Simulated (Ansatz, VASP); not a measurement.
**Sb2Se3: VASP beside Ansatz**

```
CELL_PARAMETERS angstrom
6.48803 0.00000 0.00000
-3.24401 5.61880 0.00000
0.00000 0.00000 3.97947
ATOMIC_POSITIONS crystal
Sb 0.00000 0.00000 0.50000
Sb 0.33333 0.66667 0.00000
Se 0.81983 0.18017 0.00000
Se 0.81983 0.63966 0.00000
Se 0.36034 0.18017 0.00000
```

Alike in both runs: functional PBE; k mesh 2 × 2 × 3; occupations gaussian, width 0.15 eV; no spin polarisation.

Ansatz relaxed the structure, and its values are those at the end. VASP's run is a single point on that final structure, the one shown.

|  | VASP | Ansatz |
| --- | --- | --- |
| version | VASP 6.6.1 | Ansatz 0.2.0 |
| potentials or method | VASP PAW PBE potentials, release 64 (Sb, Se), cutoff 500 eV | scalar-relativistic, plane waves, PAW |
| valence electrons in the cell | 28 | 78 |

VASP gave:

```
gap on the k mesh at the Fermi level (eV) : none
pressure (GPa)                            : -0.2
rms of the force components (eV/Å)        : 0.018
```

What did Ansatz give for the same quantities?

gap on the k mesh at the Fermi level (eV): none; pressure (GPa): -0.1; rms of the force components (eV/Å): 0.018.

A gap of «none» marks a metal or a gap that the smearing closes. VASP's potentials hold 28 valence electrons a cell and Ansatz's 78, so a difference there can come from the potentials and not from the codes.

The k mesh is coarse, so the values compare programs but aren't converged. Spin-orbit coupling is off throughout.
